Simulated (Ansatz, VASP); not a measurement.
Two plane-wave programs on BP

```
B P
1.0
     0.00000    2.24535    2.24535
     2.24535    0.00000    2.24535
     2.24535    2.24535    0.00000
B P
1 1
Direct
  0.00000 0.00000 0.00000
  0.25000 0.25000 0.25000
```

Alike in both runs: task single point; functional r2SCAN; k mesh 10 × 10 × 10; occupations gaussian, width 0.02 eV; no spin polarisation.

|  | VASP | Ansatz |
| --- | --- | --- |
| version | VASP 6.6.1 | Ansatz 0.2.0 |
| potentials or method | VASP PAW PBE potentials, release 64 (B, P), cutoff 520 eV | scalar-relativistic, plane waves, PAW |
| valence electrons in the cell | 8 | 8 |

```csv
,VASP,Ansatz,Ansatz less VASP
gap on the k mesh at the Fermi level (eV),1.40,1.37,-0.030
least direct gap on the mesh (eV),3.69,3.65,-0.040
pressure (GPa),4.9,5.5,+0.54
```

VASP's potentials were made for PBE, not for r2SCAN.
